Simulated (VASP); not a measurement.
The system is GaN.

```
CELL_PARAMETERS angstrom
-0.06337 2.25306 2.25306
2.25306 -0.06337 2.25306
2.25306 2.25306 -0.06337
ATOMIC_POSITIONS crystal
Ga 0.99819 0.99819 0.99819
N 0.25181 0.25181 0.25181
```

This cell differs from its parent crystal: epitaxial 111 strain +3.0%.

Base run:

| Item | Value |
| --- | --- |
| Program | VASP 6.6.1 |
| Functional | PBE |
| Potentials or basis | VASP PAW PBE potentials, release 64 (Ga_d, N) |
| Cutoff | 520 eV |
| k mesh | 10 × 10 × 10 |
| Occupations | fermi-dirac, width 0.02 eV |
| Spin | no spin polarisation |

Its results: band gap on the k mesh 1.27 eV, direct; pressure -2.0 GPa; largest force 0.029 eV/Å.

Q: The run is repeated on the same cell with these changes: functional from PBE to r2SCAN; occupations from fermi-dirac, width 0.02 eV to gaussian, width 0.01 eV. What comes out?

A: Band gap on the k mesh 1.65 eV, direct; pressure -7.3 GPa; largest force 0.017 eV/Å.

Caveats: the PAW data sets were made with another functional, which shifts forces and pressure a little (some runs).

